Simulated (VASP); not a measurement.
# P in VASP: a series of runs, part 2 of 2

VASP 6.6.1. Earlier steps stand in the parts before.

## 4. Single point, r2SCAN

Contents of POSCAR:

```
P
1.0
    3.1540000000      0.0000000000      0.0000000000
   -1.5770000000      2.7314441236      0.0000000000
    0.0000000000      0.0000000000     28.0000000000
P
2
Direct
    0.3333333333      0.6666666667      0.5046785714
    0.6666666667      0.3333333333      0.4953214286
```

Contents of INCAR.step1:

```
PREC = Accurate
ENCUT = 520
ISMEAR = 0
SIGMA = 0.02
LREAL = F
LASPH = T
NELM = 60
LDIPOL = T
IDIPOL = 3
DIPOL = 0.5 0.5 0.500
NBANDS = 12
GGA = PE
ALGO = Normal
EDIFF = 1E-4
LWAVE = T
LCHARG = F
```

Contents of INCAR.step2:

```
PREC = Accurate
ENCUT = 520
EDIFF = 1E-7
ISMEAR = 0
SIGMA = 0.02
LREAL = F
LASPH = T
NELM = 60
ALGO = Normal
ISIF = 2
LWAVE = F
LCHARG = T
LDIPOL = T
IDIPOL = 3
DIPOL = 0.5 0.5 0.500
METAGGA = R2SCAN
LMIXTAU = T
LELF = T
LVHAR = T
LVACPOTAV = T
NBANDS = 12
ISTART = 1
```

Contents of KPOINTS:

```
regular mesh
0
Gamma
  9 9 1
```

Potentials or basis: VASP PAW PBE potentials, release 64 (P).

On the command line:

```console
> cat potpaw_PBE.64/P/POTCAR > POTCAR
> cp INCAR.step1 INCAR
> mpirun -np 1 vasp_std > vasp.out
> cp INCAR.step2 INCAR
> mpirun -np 1 vasp_std > vasp.out
```

OUTCAR:

```text
PREC = Accurate
   ENCUT = 520
   EDIFF = 1E-7
   ISMEAR = 0
   LREAL = F
   LASPH = T
   NELM = 60
   ISIF = 2
   METAGGA = R2SCAN
   ISTART = 1

 ion  position               nearest neighbor table
   1  0.333  0.667  0.505-   2 1.84   2 1.84   2 1.84
   2  0.667  0.333  0.495-   1 1.84   1 1.84   1 1.84

  LATTYP: Found a hexagonal cell.
 ALAT       =     3.1540000000
 C/A-ratio  =     8.8776157261

  Lattice vectors:

 A1 = (   3.1540000000,   0.0000000000,   0.0000000000)
 A2 = (  -1.5770000000,   2.7314441236,   0.0000000000)
 A3 = (   0.0000000000,   0.0000000000,  28.0000000000)

Analysis of symmetry for initial positions (statically):
=====================================================================
 Subroutine PRICEL returns:
 Original cell was already a primitive cell.

 Routine SETGRP: Setting up the symmetry group for a
 hexagonal supercell.

 Subroutine GETGRP returns: Found 12 space group operations
 (whereof 12 operations were pure point group operations)
 out of a pool of 24 trial point group operations.

The static configuration has the point symmetry D_3d.

[... 167 lines left out ...]
      9       1.6027      0.00000
     10       1.6584      0.00000
     11       2.1537      0.00000
     12       2.1540      0.00000
[... 151 lines left out ...]
 k-point    12 :       0.3333    0.3333    0.0000
  band No.  band energies     occupation
      1     -16.4987      2.00000
      2     -16.4987      2.00000
      3     -12.7416      2.00000
      4      -5.0220      2.00000
      5      -5.0220      2.00000
      6       0.5825      0.00000
      7       2.1090      0.00000
      8       4.2906      0.00000
      9       4.2906      0.00000
     10       6.8014      0.00000
     11       6.8015      0.00000
     12       7.4883      0.00000

------------------------ aborting loop because EDIFF is reached ----------------------------------------

 vacuum level on the upper side and lower side of the slab       (xc-potential included)        -0.037        -0.037

  FORCE on cell =-STRESS in cart. coord.  units (eV):
  Direction    XX          YY          ZZ          XY          YZ          ZX
  --------------------------------------------------------------------------------------
  -------------------------------------------------------------------------------------
  Total       22.8272175     22.8272175      0.8210782      0.0000000      0.0000000      0.0000000
  in kB      151.6182636    151.6182636      5.4535972      0.0000000      0.0000000      0.0000000
  external PRESSURE =     102.8967081 kB  Pullay stress =       0.0000000 kB

 VOLUME and BASIS-vectors are now :
 -----------------------------------------------------------------------------
  energy-cutoff  :      520.00
  volume of cell :      241.22
      direct lattice vectors                 reciprocal lattice vectors
     3.154000000  0.000000000  0.000000000     0.317057705  0.183053351  0.000000000
    -1.577000000  2.731444124  0.000000000     0.000000000  0.366106702  0.000000000
     0.000000000  0.000000000 28.000000000     0.000000000  0.000000000  0.035714286

 POSITION                                       TOTAL-FORCE (eV/Angst)
 -----------------------------------------------------------------------------------
     -0.00000      1.82096     14.13100         0.000000     -0.000000      3.185673
      1.57700      0.91048     13.86900        -0.000000      0.000000     -3.185673
 -----------------------------------------------------------------------------------
    total drift:                                0.000000     -0.000000      0.000000

  FREE ENERGIE OF THE ION-ELECTRON SYSTEM (eV)
  ---------------------------------------------------
  free  energy   TOTEN  =       -13.1049106891 eV

  energy  without entropy=      -13.1043872186  energy(sigma->0) =      -13.10464895

 vacuum level on the upper side and lower side of the slab         1.599         1.599
```

OUTCAR.step1:

```text
PREC = Accurate
   ENCUT = 520
   ISMEAR = 0
   LREAL = F
   LASPH = T
   NELM = 60
   GGA = PE
[... 392 lines left out ...]
     -0.00000      1.82096     14.13100         0.000000     -0.000000      3.314613
      1.57700      0.91048     13.86900        -0.000000      0.000000     -3.314613
 -----------------------------------------------------------------------------------
    total drift:                               -0.000000     -0.000000      0.000000

  FREE ENERGIE OF THE ION-ELECTRON SYSTEM (eV)
  ---------------------------------------------------
  free  energy   TOTEN  =        -5.8591500362 eV

  energy  without entropy=       -5.8586265657  energy(sigma->0) =       -5.85888830

 vacuum level on the upper side and lower side of the slab         0.903         0.903
```

OSZICAR.step1:

```text
N       E                     dE             d eps       ncg     rms          rms(c)
DAV:   1     0.866573295327E+02    0.86657E+02   -0.30822E+03   288   0.543E+02
DAV:   2     0.275724453004E+01   -0.83900E+02   -0.71002E+02   436   0.106E+02
DAV:   3    -0.639788946695E+01   -0.91551E+01   -0.90767E+01   388   0.467E+01
DAV:   4    -0.663851615609E+01   -0.24063E+00   -0.24027E+00   416   0.927E+00
DAV:   5    -0.664245002328E+01   -0.39339E-02   -0.39334E-02   456   0.108E+00    0.147E+01
DAV:   6    -0.609164518107E+01    0.55080E+00   -0.44466E-01   344   0.322E+00    0.910E+00
DAV:   7    -0.587239566608E+01    0.21925E+00   -0.90158E-01   372   0.459E+00    0.762E-01
DAV:   8    -0.586086107302E+01    0.11535E-01   -0.87139E-02   380   0.153E+00    0.330E-01
DAV:   9    -0.586055265718E+01    0.30842E-03   -0.26161E-03   428   0.295E-01    0.296E-01
DAV:  10    -0.586033472127E+01    0.21794E-03   -0.14342E-04   356   0.656E-02    0.150E-01
DAV:  11    -0.585910807990E+01    0.12266E-02   -0.17246E-03   368   0.151E-01    0.120E-01
DAV:  12    -0.585915003622E+01   -0.41956E-04   -0.21173E-05   368   0.216E-02
   1 F= -.58591500E+01 E0= -.58588883E+01  d E =-.523471E-03
```

It took 2.5 min on 1 thread of AMD EPYC 9R45 (Zen 5), shared host; peak memory 0.34 GiB.

What came out:

```yaml
Free_energy: -13.1049 eV
Largest_force: 3.186 eV/Å
Band_gap_on_the_k_mesh: zero (bands 5 and 6 overlap by 2.07 eV)
Work_function_of_the_upper_face: 3.43 eV
Work_function_of_the_lower_face: 3.43 eV
```

Forces on the atoms (eV/Å):
```
P    0.000  0.000  3.186
P    0.000  0.000 -3.186
```

Caveat: the PAW data sets were made with another functional, which shifts forces and pressure a little.

## 5. The runs side by side

```tsv
cell	gap on the mesh (eV)	largest force (eV/Å)	work function (eV)
as given, atomic positions A	1.26	3.78	-
as given, atomic positions B	none	4.58	4.10
as given, atomic positions C	none	3.19	3.43
```

Alike in all rows: task single point; level r2SCAN; potentials or basis VASP PAW PBE potentials, release 64 (P); no spin polarisation; k mesh 9 × 9 × 1; cutoff (eV) 520; smearing gaussian 0.02 eV.

Caveats: the PAW data sets were made with another functional, which shifts forces and pressure a little.

Total energies depend on the potentials used, so only differences within one code and one set of settings carry meaning.
